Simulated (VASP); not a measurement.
Here is a VASP 6.6.1 calculation.

Contents of INCAR:

```
ALGO = Fast
EDIFF = 1E-6
ENCUT = 520
GGA = PS
ISIF = 2
ISMEAR = 0
LASPH = True
LCHARG = False
LREAL = False
LWAVE = False
NBANDS = 21
NELM = 100
PREC = Accurate
SIGMA = 0.15
```

File KPOINTS:

```
k-points
0
Gamma
  18 18 10
```

Contents of POSCAR:

```
Ru
1.0
    2.7614993361      0.0000000000      0.0000000000
   -1.3807496681      2.3915285776      0.0000000000
    0.0000000000      0.0000000000      4.2523798378
Ru
2
Direct
    0.3433576522      0.6867153044      0.2500000000
    0.6566423478      0.3132846956      0.7500000000
```

Potentials or basis: VASP PAW PBE potentials, release 64 (Ru_pv).

Run with:

```sh
$ cat potpaw_PBE.64/Ru_pv/POTCAR > POTCAR
$ mpirun -np 1 vasp_std > vasp.out
```

**Question.** What does it give for the pressure?

**Answer.** -15.2 GPa.

**Question.** What does it give for the band gap on the k mesh?

**Answer.** Zero (bands 14 and 15 overlap by 2.83 eV).

Forces on the atoms (eV/Å):
```
Ru   0.000 -0.624  0.000
Ru   0.000  0.624  0.000
```

Caveat: the cell differs from its parent crystal (atoms displaced along a vibrational mode, the cell strained); the stress differs along the axes, from -20 to -9 GPa; the PAW data sets were made with another functional, which shifts forces and pressure a little.
